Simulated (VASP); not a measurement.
S, 2 atoms in the cell. The structure is cubic, space group Fd-3m (No. 227). Conventional cell: a = 5.780 Å, b = 5.780 Å, c = 5.780 Å, α = 90.00°, β = 90.00°, γ = 90.00°. Within 3.3 Å of S (site symmetry -43m) lie 4 S at 2.50 Å. This isn't the form of S at room conditions, which is orthorhombic, of S8 rings.

| Item | Value |
| --- | --- |
| Program | VASP 6.6.1 |
| Task | relaxation of cell and atoms |
| Functional | PBE |
| Potentials or basis | VASP PAW PBE potentials, release 64 (S) |
| Cutoff | 600 eV |
| k mesh | 6 × 6 × 6 |
| Occupations | fermi-dirac, width 0.02 eV |
| Spin | no spin polarisation |
| Dipole correction | no |
| Further INCAR settings | ALGO = Normal; EDIFF = 1e-06; IBRION = 2; EDIFFG = -0.01; NSW = 80; ISIF = 3 |

Potentials or basis: VASP PAW PBE potentials, release 64 (S).

The run is started by

```bash
$ cat potpaw_PBE.64/S/POTCAR > POTCAR
$ mpirun -np 1 vasp_std > vasp.out
```

Hardware: 1 thread of Intel(R) Xeon(R) Platinum 8559C (Emerald Rapids), on a shared host.

Q: How long does it take, and how much memory?

A: Wall time 11 s on 1 thread of Intel(R) Xeon(R) Platinum 8559C (Emerald Rapids) (shared host), peak memory 0.19 GiB. Counts: scf iterations 11, k points 16, ion steps 1.
